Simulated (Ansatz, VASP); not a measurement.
# Two plane-wave programs on Mg2Si

POSCAR

```
Mg2Si
1.0
    0.0000000000      3.1689705497      3.1689705497
    3.1689705497      0.0000000000      3.1689705497
    3.1689705497      3.1689705497      0.0000000000
Mg Si
2 1
Direct
    0.2500000000      0.2500000000      0.2500000000
    0.7500000000      0.7500000000      0.7500000000
    0.0000000000      0.0000000000      0.0000000000
```

The input INCAR.step1:

```
PREC = Accurate
ENCUT = 660
ISMEAR = 0
SIGMA = 0.01
LREAL = F
LASPH = T
NELM = 120
NBANDS = 11
GGA = PE
ALGO = Normal
EDIFF = 1E-5
LWAVE = T
LCHARG = F
GGA_COMPAT = F
```

The input INCAR.step2:

```
PREC = Accurate
ENCUT = 660
EDIFF = 1E-6
ISMEAR = 0
SIGMA = 0.01
LREAL = F
LASPH = T
NELM = 120
ALGO = Normal
ISIF = 2
LWAVE = F
LCHARG = F
METAGGA = R2SCAN
LMIXTAU = T
NBANDS = 11
ISTART = 1
GGA_COMPAT = F
```

The input KPOINTS:

```
Automatic mesh
0
Gamma
  6 6 6
```

Input for Ansatz:

```yaml
crystal:
  lattice:
    - [0.0, 3.1689705497, 3.1689705497]
    - [3.1689705497, 0.0, 3.1689705497]
    - [3.1689705497, 3.1689705497, 0.0]
  atoms:
    - { symbol: Mg, position: [0.25, 0.25, 0.25] }
    - { symbol: Mg, position: [0.75, 0.75, 0.75] }
    - { symbol: Si, position: [0.0, 0.0, 0.0] }
kpoints:
  mp_grid: { grid: [6, 6, 6] }
hamiltonian:
  xc: r2scan
scf:
  occupations: { method: fixed }
  n_extra_bands: 4
output:
  forces: true
  stress: true
  eigenvalues: true
```

Alike in both runs: task single point; functional r2SCAN; k mesh 6 × 6 × 6; no spin polarisation.

```csv
,VASP,Ansatz
version,VASP 6.6.1,Ansatz 0.2.0
potentials or method,"VASP PAW PBE potentials, release 64 (Mg, Si)","plane waves, PAW"
plane-wave cutoff (eV),660,500
occupations,"gaussian, width 0.01 eV",fixed
valence electrons in the cell,8,24
```

```csv
,VASP,Ansatz,Ansatz less VASP
gap on the k mesh at the Fermi level (eV),0.44,0.44,-0.003
pressure (GPa),-0.3,0.0,+0.29
```

VASP's potentials were made for PBE, not for r2SCAN. VASP's potentials hold 8 valence electrons a cell and Ansatz's 24, so a difference there can come from the potentials and not from the codes.
